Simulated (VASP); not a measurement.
# V2O5 (Pmmn) in VASP: further runs, part 2 of 2

VASP 6.6.1. The steps go on from the part before.

**3. Relaxation of cell and atoms, rev-vdW-DF2**

This run uses another cell than the first one, of 12.57 Å³/atom.

Contents of INCAR:

```
SYSTEM = V2O5
PREC = Accurate
ENCUT = 600
EDIFF = 1E-7
ISMEAR = 0
SIGMA = 0.03
LREAL = .False.
LASPH = .True.
NELM = 80
ALGO = Normal
ISIF = 3
LWAVE = .False.
LCHARG = .False.
GGA = MK
LUSE_VDW = .True.
AGGAC = 0.0
PARAM1 = 0.1234
PARAM2 = 0.711357
ZAB_VDW = -1.8867
IBRION = 2
NSW = 90
EDIFFG = -0.005
KPAR = 4
```

Contents of KPOINTS:

```
Automatic mesh
0
Gamma
  8 4 6
  0 0 0
```

Contents of POSCAR:

```
V2O5                                    
1.0
    3.5517101631      0.0000000000      0.0000000000
    0.0000000000     11.6862637279      0.0000000000
    0.0000000000      0.0000000000      4.2407899421
  V               O             
     4    10
Direct
     0.0000000000000000    0.8521946553760760    0.1089750537047482
     0.0000000000000000    0.1478053446239241    0.1089750537047482
     0.5000000000000000    0.3521946553760759    0.8910249462952519
     0.5000000000000000    0.6478053446239240    0.8910249462952519
     0.0000000000000000    0.8539217613985041    0.4861428916209249
     0.0000000000000000    0.1460782386014958    0.4861428916209249
     0.5000000000000000    0.3539217613985042    0.5138571083790747
     0.5000000000000000    0.6460782386014959    0.5138571083790747
     0.0000000000000000    0.6816600325363602    0.9972918580307677
     0.0000000000000000    0.3183399674636396    0.9972918580307677
     0.5000000000000000    0.1816600325363603    0.0027081419692321
     0.5000000000000000    0.8183399674636398    0.0027081419692321
     0.0000000000000000    0.0000000000000000    0.0055764924179170
     0.5000000000000000    0.5000000000000000    0.9944235075820830
```

Potentials or basis: VASP PAW PBE potentials, release 64 (V_sv, O).

Started as:

```sh
> cat potpaw_PBE.64/V_sv/POTCAR potpaw_PBE.64/O/POTCAR > POTCAR
> mpirun -np 4 vasp_std > vasp.out
```

OUTCAR:

```text
SYSTEM = V2O5
   PREC = Accurate
   ENCUT = 600
   EDIFF = 1E-7
   ISMEAR = 0
   LREAL = .False.
   LASPH = .True.
   NELM = 80
   ISIF = 3
   GGA = MK
   IBRION = 2
   NSW = 90
   EDIFFG = -0.005

 ion  position               nearest neighbor table
   1  0.000  0.852  0.109-   5 1.60  13 1.78  12 1.87  12 1.87   9 2.05
   2  0.000  0.148  0.109-   6 1.60  13 1.78  11 1.87  11 1.87  10 2.05
   3  0.500  0.352  0.891-   7 1.60  14 1.78  10 1.87  10 1.87  11 2.05
   4  0.500  0.648  0.891-   8 1.60  14 1.78   9 1.87   9 1.87  12 2.05
   5  0.000  0.854  0.486-   1 1.60
   6  0.000  0.146  0.486-   2 1.60
   7  0.500  0.354  0.514-   3 1.60
   8  0.500  0.646  0.514-   4 1.60
   9  0.000  0.682  0.997-   4 1.87   4 1.87   1 2.05
  10  0.000  0.318  0.997-   3 1.87   3 1.87   2 2.05
  11  0.500  0.182  0.003-   2 1.87   2 1.87   3 2.05
  12  0.500  0.818  0.003-   1 1.87   1 1.87   4 2.05
  13  0.000  0.000  0.006-   1 1.78   2 1.78
  14  0.500  0.500  0.994-   3 1.78   4 1.78

  LATTYP: Found a simple orthorhombic cell.
 ALAT       =     3.5517101631
 B/A-ratio  =     1.1940135167
 C/A-ratio  =     3.2903202095

  Lattice vectors:

 A1 = (  -3.5517101631,   0.0000000000,   0.0000000000)
 A2 = (   0.0000000000,   0.0000000000,   4.2407899421)
 A3 = (   0.0000000000,  11.6862637279,   0.0000000000)

Analysis of symmetry for initial positions (statically):
=====================================================================
 Subroutine PRICEL returns:
 Original cell was already a primitive cell.

 Routine SETGRP: Setting up the symmetry group for a
 simple orthorhombic supercell.

 Subroutine GETGRP returns: Found  8 space group operations
 (whereof  4 operations were pure point group operations)
 out of a pool of  8 trial point group operations.

The static configuration has the point symmetry C_2v.
 The point group associated with its full space group is D_2h.

Analysis of symmetry for dynamics (positions and initial velocities):
=====================================================================
 Subroutine PRICEL returns:
 Original cell was already a primitive cell.

 Routine SETGRP: Setting up the symmetry group for a
 simple orthorhombic supercell.

 Subroutine GETGRP returns: Found  8 space group operations
 (whereof  4 operations were pure point group operations)
 out of a pool of  8 trial point group operations.

The dynamic configuration has the point symmetry C_2v.
 The point group associated with its full space group is D_2h.

 Subroutine INISYM returns: Found  8 space group operations
 (whereof  4 operations are pure point group operations),
 and found     1 'primitive' translations

----------------------------------------------------------------------------------------

                                     Primitive cell

  volume of cell :     176.0192

  direct lattice vectors                    reciprocal lattice vectors
     3.551710163  0.000000000  0.000000000     0.281554506  0.000000000  0.000000000
     0.000000000 11.686263728  0.000000000     0.000000000  0.085570549  0.000000000
     0.000000000  0.000000000  4.240789942     0.000000000  0.000000000  0.235805124

  length of vectors
     3.551710163 11.686263728  4.240789942     0.281554506  0.085570549  0.235805124
[... 93 lines left out ...]
   NGX,Y,Z   is equivalent  to a cutoff of  13.11, 13.66, 14.11 a.u.
   NGXF,Y,Z  is equivalent  to a cutoff of  26.21, 27.31, 28.23 a.u.
 SYSTEM =  V2O5
   PREC   = accura    normal or accurate (medium, high low for compatibility)
   ISTART =      0    job   : 0-new  1-cont  2-samecut
   ICHARG =      2    charge: 1-file 2-atom 10-const
   ISPIN  =      1    spin polarized calculation?
   LNONCOLLINEAR =      F non collinear calculations
   LSORBIT =      F    spin-orbit coupling
   LASPH  =      T    aspherical Exc in radial PAW
   ENCUT  =  600.0 eV  44.10 Ry    6.64 a.u.   7.09 23.34  8.47*2*pi/ulx,y,z
   NELM   =     80;   NELMIN=  2; NELMDL= -5     # of ELM steps
   EDIFF  = 0.1E-06   stopping-criterion for ELM
   LREAL  =      F    real-space projection
   EDIFFG = -.5E-02   stopping-criterion for IOM
   NSW    =     90    number of steps for IOM
   IBRION =      2    ionic relax: 0-MD 1-quasi-New 2-CG
   NFREE  =      1    steps in history (QN), initial steepest desc. (CG)
   ISIF   =      3    stress and relaxation
   ISYM   =      2    0-nonsym 1-usesym 2-fastsym
   POTIM  = 0.5000    time-step for ionic-motion
   TEBEG  =    0.0;   TEEND  =   0.0 temperature during run
   PSTRESS=    0.0 pullay stress
   NELECT =     112.0000    total number of electrons
   NUPDOWN=      -1.0000    fix difference up-down
   EMIN   =  10.00;   EMAX   =-10.00  energy-range for DOS
   EFERMI =   0.00;   METHOD = LEGACY
   ISMEAR =     0;   SIGMA  =   0.03  broadening in eV -4-tet -1-fermi 0-gaus
   EFERMI_NEDOS =   21; number of points for ismear=-14 and -15
   IALGO  =     38    algorithm
   IMIX   =      4    mixing-type and parameters
     AMIX     =   0.40;   BMIX     =  1.00
     AMIX_MAG =   1.60;   BMIX_MAG =  1.00
  volume/ion in A,a.u.               =      12.57        84.85
  Fermi-wavevector in a.u.,A,eV,Ry     =   1.408081  2.660887 26.976149  1.982691
  Thomas-Fermi vector in A             =   2.530275
   LORBIT       =      0    0 simple, 1 ext, 2 COOP (PROOUT), +10 PAW based schemes
   GGA     = MK    functional components
   LHFCALC =     F    Hartree Fock is set to
   AEXX    =    0.0000 exact exchange contribution
   IVDW_NL    =     1    kernel type
   BPARAM     = 6.3000
   IVDW    =     0    specifies the selected vdW correction
   LEPSILON=     F    determine dielectric tensor
   LRPA    =     F    only Hartree local field effects (RPA)
 conjugate gradient relaxation of ions
 non-spin polarized calculation
 Gauss-broadening in eV      SIGMA  =   0.03
  energy-cutoff  :      600.00
  volume of cell :      176.02
 maximum number of plane-waves:      5928
   NGX = 15   NGY = 47   NGZ = 17

--------------------------------------- Ionic step        1  -------------------------------------------

 number of electron     111.9999986 magnetization

 Free energy of the ion-electron system (eV)
  ---------------------------------------------------
  ext. energy  EPLUGINS =         0.00000000
  ---------------------------------------------------
  free energy    TOTEN  =       -93.26200817 eV

  energy without entropy =      -93.26200817  energy(sigma->0) =      -93.26200817

------------------------ aborting loop because EDIFF is reached ----------------------------------------

  FORCE on cell =-STRESS in cart. coord.  units (eV):
  Direction    XX          YY          ZZ          XY          YZ          ZX
  --------------------------------------------------------------------------------------
  -------------------------------------------------------------------------------------
  Total       -0.0177804     -0.0361786      0.0873432      0.0000000      0.0000000      0.0000000
  in kB       -0.1618422     -0.3293082      0.7950232      0.0000000      0.0000000      0.0000000
  external PRESSURE =       0.1012909 kB  Pullay stress =       0.0000000 kB
[... 133 lines left out ...]
  energy  without entropy=      -93.2620343518  energy(sigma->0) =      -93.26203435

Total vdW correction in eV:     20.1457420

[... ionic steps 4 to 17 ...]

--------------------------------------- Ionic step       18  -------------------------------------------

 number of electron     111.9999980 magnetization

------------------------ aborting loop because EDIFF is reached ----------------------------------------
[... 95 lines left out ...]
--------------------------------------- Ionic step       20  -------------------------------------------

 number of electron     111.9999980 magnetization

 Free energy of the ion-electron system (eV)
  ---------------------------------------------------
  ext. energy  EPLUGINS =         0.00000000
  ---------------------------------------------------
  free energy    TOTEN  =       -93.26224993 eV

  energy without entropy =      -93.26224993  energy(sigma->0) =      -93.26224993

 E-fermi :   1.3083     XC(G=0): -10.1574

 val. band max:        0.9665925153   @ k =   0.5000   0.0000   0.5000
 cond. band min:       2.5779281321   @ k =   0.0000   0.0000   0.0000
 fundamental gap:      1.6113356167
 Fermi energy:         1.3082909355

 k-point     1 :       0.0000    0.0000    0.0000
  band No.  band energies     occupation
      1     -63.0314      2.00000
      2     -63.0296      2.00000
      3     -63.0200      2.00000
      4     -63.0182      2.00000
      5     -37.1342      2.00000
      6     -37.1308      2.00000
[... 1669 lines left out ...]
     66       4.7203      0.00000
     67       4.8340      0.00000

 [... further k-points ...]

------------------------ aborting loop because EDIFF is reached ----------------------------------------

  FORCE on cell =-STRESS in cart. coord.  units (eV):
  Direction    XX          YY          ZZ          XY          YZ          ZX
  --------------------------------------------------------------------------------------
  -------------------------------------------------------------------------------------
  Total        0.0031485     -0.0490173      0.0129045      0.0000000      0.0000000      0.0000000
  in kB        0.0286102     -0.4454120      0.1172612      0.0000000      0.0000000      0.0000000
  external PRESSURE =      -0.0998469 kB  Pullay stress =       0.0000000 kB
[... 33 lines left out ...]
  energy  without entropy=      -93.2622499291  energy(sigma->0) =      -93.26224993

Total vdW correction in eV:     20.1535470

 reached required accuracy - stopping structural energy minimisation
```

Wall time 40 min (4 MPI ranks of Intel Xeon 6975P-C (Granite Rapids), shared host); peak memory 1.2 GiB.

What came out:

* Free energy: -93.2622 eV
* Relaxed volume: 12.59 Å³/atom
* Relaxed cell: a = 3.551 Å, b = 11.680 Å, c = 4.251 Å, α = 90.00°, β = 90.00°, γ = 90.00°
* Space group after relaxing (to 0.1 Å): Pmmn (No. 59)
* Energy gained by relaxing: 0.0 meV/atom
* Ionic steps: 20
* Pressure after relaxing: 0.0 GPa
* Largest force after relaxing: 0.004 eV/Å
* Band gap on the k mesh: 1.61 eV (least direct gap 1.93 eV)

Forces in eV/Å, atoms in the order of the input:
```
V    0.000  0.003  0.000
V    0.000 -0.003  0.000
V    0.000  0.003  0.000
V    0.000 -0.003  0.000
O    0.000  0.000 -0.001
O    0.000  0.000 -0.001
O    0.000  0.000  0.001
O    0.000  0.000  0.001
O    0.000  0.000 -0.003
O    0.000  0.000 -0.003
O    0.000  0.000  0.003
O    0.000  0.000  0.003
O    0.000  0.000  0.004
O    0.000  0.000 -0.004
```

The path:
| step | energy change (eV) | largest force (eV/Å) | pressure (GPa) | volume (Å³) |
| --- | --- | --- | --- | --- |
| 1 | 0.0000 | 0.0077 | 0.01 | 176.02 |
| 2 | 0.0000 | 0.0234 | 0.00 | 176.04 |
| 3 | 0.0000 | 0.0231 | 0.00 | 176.04 |
| 4 | 0.0000 | 0.0214 | 0.00 | 176.04 |
| 5 | -0.0001 | 0.0201 | 0.03 | 176.06 |
| 6 | -0.0001 | 0.0306 | 0.08 | 176.08 |
| 7 | -0.0001 | 0.0294 | 0.07 | 176.10 |
| 8 | -0.0001 | 0.0261 | 0.06 | 176.14 |
| 9 | -0.0002 | 0.0197 | 0.05 | 176.22 |
| 10 | -0.0002 | 0.0132 | 0.01 | 176.38 |
| 11 | -0.0002 | 0.0151 | 0.03 | 176.28 |
| 12 | -0.0002 | 0.0106 | 0.02 | 176.29 |
| 13 | -0.0002 | 0.0159 | -0.03 | 176.31 |
| 14 | -0.0002 | 0.0116 | -0.03 | 176.32 |
| 15 | -0.0002 | 0.0058 | -0.01 | 176.32 |
| 16 | -0.0002 | 0.0053 | -0.02 | 176.32 |
| 17 | -0.0002 | 0.0055 | -0.02 | 176.32 |
| 18 | -0.0002 | 0.0052 | -0.03 | 176.32 |
| 19 | -0.0002 | 0.0052 | -0.01 | 176.32 |
| 20 | -0.0002 | 0.0040 | -0.01 | 176.32 |

Final structure:
```
V O
1.0
     3.55076    0.00000    0.00000
     0.00000   11.68018    0.00000
     0.00000    0.00000    4.25135
V O
4 10
Direct
  0.00000 0.85213 0.10970
  0.00000 0.14787 0.10970
  0.50000 0.35213 0.89030
  0.50000 0.64787 0.89030
  0.00000 0.85372 0.48588
  0.00000 0.14628 0.48588
  0.50000 0.35372 0.51412
  0.50000 0.64628 0.51412
  0.00000 0.68162 0.99705
  0.00000 0.31838 0.99705
  0.50000 0.18162 0.00295
  0.50000 0.81838 0.00295
  0.00000 0.00000 0.00647
  0.50000 0.50000 0.99353
```

Caveat: the PAW data sets were made with another functional, which shifts forces and pressure a little.
